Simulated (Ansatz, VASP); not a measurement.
**Ti: VASP beside Ansatz**

INCAR

```
ALGO     = Normal         # electronic algorithm
EDIFF    = 1E-7           # SCF threshold, eV
ENCUT    = 520            # plane-wave cutoff, eV
GGA      = PS             # functional
ISIF     = 2              # what is computed and relaxed
ISMEAR   = 0              # smearing method
LASPH    = T              # aspherical terms in the spheres
LCHARG   = F              # write CHGCAR
LREAL    = F              # projectors in reciprocal space
LWAVE    = F              # write WAVECAR
NBANDS   = 12             # bands
NELM     = 60             # most SCF steps
PREC     = Accurate       # precision mode
SIGMA    = 0.15           # smearing width, eV
```

File KPOINTS:

```
k-points
0
Gamma
  20 20 20
```

POSCAR

```
Ti
1.0
    0.0000000000      2.0300000000      2.0909000000
    2.0300000000      0.0000000000      2.0909000000
    2.0300000000      2.0300000000      0.0000000000
Ti
1
Direct
    0.0000000000      0.0000000000      0.0000000000
```

Input for Ansatz:

```yaml
crystal:
  lattice:
    - [0.0, 2.03, 2.0909]
    - [2.03, 0.0, 2.0909]
    - [2.03, 2.03, 0.0]
  atoms:
    - { symbol: Ti, position: [0.0, 0.0, 0.0] }
basis:
  ecutwfc: 420
kpoints:
  mp_grid: { grid: [20, 20, 20] }
hamiltonian:
  xc: pbesol
scf:
  occupations: { method: gaussian, width: 0.15 }
output:
  forces: true
  stress: true
  eigenvalues: true
```

Change from the starting cell: strain +0.000 along x and y, +0.030 along z, atoms carried along.

Alike in both runs: task single point; functional PBEsol; k mesh 20 × 20 × 20; occupations gaussian, width 0.15 eV; no spin polarisation.

```csv
,VASP,Ansatz
version,VASP 6.6.1,Ansatz 0.2.0
potentials or method,"VASP PAW PBE potentials, release 64 (Ti_sv), cutoff 520 eV","scalar-relativistic, plane waves, PAW"
valence electrons in the cell,12,12
```

|  | VASP | Ansatz | Ansatz less VASP |
| --- | --- | --- | --- |
| gap on the k mesh at the Fermi level (eV) | none | none | - |
| pressure (GPa) | -3.7 | -3.5 | +0.24 |
| traceless stress, the component that is largest in VASP (GPa) | -0.69 | -0.68 | +0.004 |

VASP's potentials were made for PBE, not for PBEsol. A gap of «none» marks a metal or a gap that the smearing closes. With one functional, cell and mesh, what is left measures potentials, basis and numerics.
